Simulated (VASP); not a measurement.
TaAl4, 5 atoms in the cell. The structure is cubic, space group Im-3m (No. 229). Conventional cell: a = 6.100 Å, b = 6.100 Å, c = 6.100 Å, α = 90.00°, β = 90.00°, γ = 90.00°. Ta (site symmetry m-3m) has 8 Al at 2.64 Å within 3.5 Å. Al (site symmetry -3m) has 2 Ta at 2.64 Å and 6 Al at 3.05 Å within 3.5 Å. 

```yaml
Program: VASP 6.6.1
Task: single point
Functional: PBE
Potentials_or_basis: VASP PAW PBE potentials, release 64 (Ta_pv, Al)
Cutoff: 520 eV
k_mesh: 10 × 10 × 10
Occupations: gaussian, width 0.1 eV
Spin: no spin polarisation
Dipole_correction: no
Further_INCAR_settings: ALGO = Fast; EDIFF = 1e-06; NBANDS = 20
```

Potentials or basis: VASP PAW PBE potentials, release 64 (Ta_pv, Al).

The run is started by

```sh
$ cat potpaw_PBE.64/Ta_pv/POTCAR potpaw_PBE.64/Al/POTCAR > POTCAR
$ mpirun -np 1 vasp_std > vasp.out
```

Hardware: 1 thread of AMD EPYC 9R45 (Zen 5), with other jobs on the host.

Question: How long does it take, and how much memory?

Answer: Run time: 61 s on 1 thread of AMD EPYC 9R45 (Zen 5) (shared host), peak memory 0.25 GiB. Counts: scf iterations 14, k points 47.
